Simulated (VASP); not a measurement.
A run of VASP 6.6.1 is set up as follows.

INCAR

```
SYSTEM = Pt
ALGO = Normal
EDIFF = 1E-6
EDIFFG = -0.04
ENCUT = 600
GGA = PS
IBRION = 2
ISIF = 3
ISMEAR = 0
LASPH = .True.
LCHARG = .False.
LREAL = .False.
LWAVE = .False.
NELM = 60
NSW = 90
PREC = Accurate
SIGMA = 0.1
```

Contents of KPOINTS:

```
k-points
0
Gamma
  6 6 4
  0 0 0
```

POSCAR

```
Pt
1.0
    2.1412864732     -3.6290834750      0.0000000000
    2.1412864732      3.6290834750      0.0000000000
    0.0000000000      0.0000000000      4.2882694986
Pt
4
Direct
    0.1525000000      0.8475000000      0.0785000000
    0.6525000000      0.3475000000      0.4215000000
    0.8475000000      0.1525000000      0.9215000000
    0.3475000000      0.6525000000      0.5785000000
```

Potentials or basis: VASP PAW PBE potentials, release 64 (Pt).

Launch:

```sh
$ cat potpaw_PBE.64/Pt/POTCAR > POTCAR
$ mpirun -np 1 vasp_std > vasp.out
```

**Question.** What does it give for the band gap on the k mesh?

**Answer.** Zero (bands 20 and 21 overlap by 0.65 eV).

**Question.** Predict the relaxed cell.

**Answer.** a = 3.348 Å, b = 3.348 Å, c = 5.415 Å, α = 90.00°, β = 90.00°, γ = 90.01°.

**Question.** Predict the relaxed volume.

**Answer.** 15.18 Å³/atom.

**Question.** Estimate the space group after relaxing (to 0.1 Å).

**Answer.** I4/mmm (No. 139).

Step by step:
```csv
step,energy change (eV),largest force (eV/Å),pressure (GPa),volume (Å³)
1,0.0000,2.2755,24.24,66.65
3,-0.6396,0.0970,-3.38,74.41
5,-0.6599,0.0560,0.20,72.96
7,-0.6688,0.1264,-0.61,73.29
9,-0.6832,0.3547,-1.45,73.67
11,-0.6925,0.2968,1.75,72.71
13,-0.6994,0.2714,0.62,73.06
15,-0.7308,0.2212,-0.57,73.64
17,-0.7395,0.3699,-1.63,74.12
19,-0.7536,0.3656,-1.86,74.13
21,-0.8166,0.3614,-3.18,74.14
23,-1.3198,0.1654,-14.39,72.98
25,-1.4879,0.2067,-17.45,72.31
27,-1.9869,0.3128,-18.64,69.48
29,-1.9476,0.2525,-19.64,69.91
31,-1.9599,0.2972,-19.28,69.75
33,-1.9610,0.3109,-19.12,69.70
35,-2.0102,0.3167,-18.25,69.30
37,-2.2002,0.3485,-13.85,67.49
39,-2.3019,0.5629,13.33,60.56
41,-2.4073,0.4601,0.48,63.24
43,-2.4427,0.4617,0.57,63.05
45,-2.4822,0.7023,2.73,62.12
47,-2.5168,0.5921,-0.27,62.75
49,-2.5732,0.6515,-5.86,63.66
51,-2.6985,0.7173,-4.92,62.90
53,-2.8352,0.7423,-0.26,61.29
55,-2.9453,0.5980,5.32,59.88
57,-2.9941,0.3652,0.28,60.81
59,-3.0108,0.2032,-0.79,60.93
61,-3.0175,0.0853,0.44,60.63
63,-3.0196,0.0384,0.14,60.71
```

Caveat: the k points lie up to 0.31 Å⁻¹ apart in the final cell, too coarse for converged energies and pressures of a metal; a cell axis changed by over 15 % at a fixed basis, so the end point is rough; the PAW data sets were made with another functional, which shifts forces and pressure a little; spin-orbit coupling is left out, which moves the levels of the heavy elements.
